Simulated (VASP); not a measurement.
A run of VASP 6.6.1 is set up as follows.

The input POSCAR:

```
KF
1.0
   -0.2005125000      2.6735000000      2.6735000000
    2.4729875000      0.0000000000      2.4729875000
    2.6735000000      2.6735000000     -0.2005125000
K F
1 1
Direct
    0.0000000000      0.0000000000      0.0000000000
    0.5000000000      0.5000000000      0.5000000000
```

Contents of INCAR.step1:

```
SYSTEM = KF
ALGO     = Normal         ! electronic algorithm
EDIFF    = 1E-4           ! SCF threshold, eV
ENCUT    = 520            ! plane-wave cutoff, eV
GGA      = PE             ! functional
ISMEAR   = 0              ! smearing method
LASPH    = .TRUE.         ! aspherical terms in the spheres
LCHARG   = .FALSE.        ! write CHGCAR
LREAL    = .FALSE.        ! projectors in reciprocal space
LWAVE    = .TRUE.         ! write WAVECAR
NBANDS   = 15             ! bands
NELM     = 80             ! most SCF steps
PREC     = Accurate       ! precision mode
SIGMA    = 0.05           ! smearing width, eV
```

File INCAR.step2:

```
SYSTEM = KF
ALGO     = Normal         ! electronic algorithm
EDIFF    = 1E-6           ! SCF threshold, eV
ENCUT    = 520            ! plane-wave cutoff, eV
ISIF     = 2              ! what is computed and relaxed
ISMEAR   = 0              ! smearing method
ISTART   = 1            
LASPH    = .TRUE.         ! aspherical terms in the spheres
LCHARG   = .TRUE.         ! write CHGCAR
LELF     = .TRUE.         ! ELF
LMIXTAU  = .TRUE.       
LREAL    = .FALSE.        ! projectors in reciprocal space
LVHAR    = .TRUE.       
LWAVE    = .FALSE.        ! write WAVECAR
METAGGA  = R2SCAN         ! meta-GGA
NBANDS   = 15             ! bands
NELM     = 80             ! most SCF steps
PREC     = Accurate       ! precision mode
SIGMA    = 0.05           ! smearing width, eV
```

The input KPOINTS:

```
k-points
0
G
  8 8 8
  0 0 0
```

Potentials or basis: VASP PAW PBE potentials, release 64 (K_sv, F).

Run with:

```bash
$ cat potpaw_PBE.64/K_sv/POTCAR potpaw_PBE.64/F/POTCAR > POTCAR
$ cp INCAR.step1 INCAR
$ mpirun -np 1 vasp_std > vasp.out
$ cp INCAR.step2 INCAR
$ mpirun -np 1 vasp_std > vasp.out
```

**Question.** What does it give for the band gap on the k mesh?

**Answer.** 6.70 eV, direct.

**Question.** Estimate the pressure.

**Answer.** -0.7 GPa.

Stress tensor (GPa, compression positive):
```
-0.60  0.00  1.99
 0.00 -0.96  0.00
 1.99  0.00 -0.60
```

Caveat: the cell differs from its parent crystal (strain -0.1500 x Voigt [0, 0, 0, 0, 1, 0]); the PAW data sets were made with another functional, which shifts forces and pressure a little. A k mesh can miss the band edges.
